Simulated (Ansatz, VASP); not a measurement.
## MnS in VASP and in Ansatz

File POSCAR:

```
MnS
1.0
    0.0000000000      2.8903843233      2.8903843233
    2.8903843233      0.0000000000      2.8903843233
    2.8903843233      2.8903843233      0.0000000000
Mn S
1 1
Direct
    0.0000000000      0.0000000000      0.0000000000
    0.2500000000      0.2500000000      0.2500000000
```

The input INCAR.step1:

```
SYSTEM = MnS
PREC = Accurate
ENCUT = 520
ISMEAR = -1
SIGMA = 0.1
LREAL = .FALSE.
LASPH = .TRUE.
NELM = 150
ISPIN = 2
MAGMOM = 4 0
LMAXMIX = 4
LDAU = .TRUE.
LDAUTYPE = 1
LDAUL = 2 -1
LDAUU = 3.9 0
LDAUJ = 0.9 0
NBANDS = 20
GGA = PE
ALGO = Normal
EDIFF = 1E-4
LWAVE = .TRUE.
LCHARG = .FALSE.
```

INCAR.step2

```
SYSTEM = MnS
PREC = Accurate
ENCUT = 520
EDIFF = 1E-6
ISMEAR = -1
SIGMA = 0.1
LREAL = .FALSE.
LASPH = .TRUE.
NELM = 150
ALGO = Normal
ISIF = 2
LWAVE = .FALSE.
LCHARG = .TRUE.
ISPIN = 2
MAGMOM = 4 0
LORBIT = 11
LMAXMIX = 4
LDAU = .TRUE.
LDAUTYPE = 1
LDAUL = 2 -1
LDAUU = 3.9 0
LDAUJ = 0.9 0
LDAUPRINT = 1
METAGGA = R2SCAN
LMIXTAU = .TRUE.
LELF = .TRUE.
LVHAR = .TRUE.
NBANDS = 20
ISTART = 1
```

KPOINTS

```
regular mesh
0
G
  9 9 9
  0 0 0
```

Input for Ansatz:

```yaml
crystal:
  lattice:
    - [0.0, 2.890384323277828, 2.890384323277828]
    - [2.890384323277828, 0.0, 2.890384323277828]
    - [2.890384323277828, 2.890384323277828, 0.0]
  atoms:
    - { symbol: Mn, position: [0.0, 0.0, 0.0], spin: 4.0 }
    - { symbol: S, position: [0.25, 0.25, 0.25] }
basis:
  ecutwfc: 550.0
  ecutrho_ratio: 4
kpoints:
  mp_grid:
    grid: [9, 9, 9]
hamiltonian:
  xc: r2scan
  pseudopotentials:
    kind: paw
  hubbard:
    - { species: Mn, l: d, u: 3.9, j: 0.9 }
magnetization:
  spin_polarized: true
scf:
  occupations:
    method: fermi_dirac
    width: 0.1
output:
  stress: true
```

Alike in both runs: task single point; functional r2SCAN; k mesh 9 × 9 × 9; occupations fermi-dirac, width 0.1 eV; collinear spin; Hubbard terms Mn d U = 3.9 eV, J = 0.9 eV.

```csv
,VASP,Ansatz
version,VASP 6.6.1,Ansatz 0.2.0
potentials or method,"VASP PAW PBE potentials, release 64 (Mn_pv, S), cutoff 520 eV","plane waves, PAW"
valence electrons in the cell,19,21
```

VASP gave:

- pressure (GPa): -1.9
- net moment per atom (μB): 2.50
- size of the moment on the site where the two differ most (μB): 4.62

Q: Estimate Ansatz's values.

A: Pressure (GPa): -2.1; net moment per atom (μB): 2.50; size of the moment on the site where the two differ most (μB): 4.48.

VASP's potentials were made for PBE, not for r2SCAN. Site moments also hang on the region over which each program counts them. The programs project onto different local orbitals, so the same U acts differently, and such runs can settle in different states. VASP's potentials hold 19 valence electrons a cell and Ansatz's 21, so a difference there can come from the potentials and not from the codes. Ansatz's warnings: stability check not made.
